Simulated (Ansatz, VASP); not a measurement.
**In3Sb2As: VASP beside Ansatz**

```
In Sb As
1.0
     4.57829    0.00000    0.00000
    -2.28914    3.96491    0.00000
     0.00000    0.00000   22.58992
In Sb As
6 4 2
Direct
  0.66667 0.33333 0.17294
  0.66667 0.33333 0.50043
  0.66667 0.33333 0.82742
  0.33333 0.66667 0.00043
  0.33333 0.66667 0.32742
  0.33333 0.66667 0.67294
  0.66667 0.33333 0.62742
  0.66667 0.33333 0.95516
  0.33333 0.66667 0.12742
  0.33333 0.66667 0.45516
  0.66667 0.33333 0.29213
  0.33333 0.66667 0.79213
```

Alike in both runs: functional PBE; k mesh 12 × 12 × 2; occupations gaussian, width 0.01 eV; no spin polarisation.

Ansatz relaxed the structure, and its values are those at the end. VASP's run is a single point on that final structure, the one shown.

|  | VASP | Ansatz |
| --- | --- | --- |
| version | VASP 6.6.1 | Ansatz 0.2.0 |
| potentials or method | VASP PAW PBE potentials, release 64 (In_d, Sb, As), cutoff 520 eV | scalar-relativistic, plane waves, PAW |
| valence electrons in the cell | 108 | 168 |

|  | VASP | Ansatz | Ansatz less VASP |
| --- | --- | --- | --- |
| gap on the k mesh at the Fermi level (eV) | none | none | - |
| pressure (GPa) | 0.0 | 0.0 | 0.00 |

A gap of «none» marks a metal or a gap that the smearing closes. VASP's potentials hold 108 valence electrons a cell and Ansatz's 168, so a difference there can come from the potentials and not from the codes.

Spin-orbit coupling is off throughout.
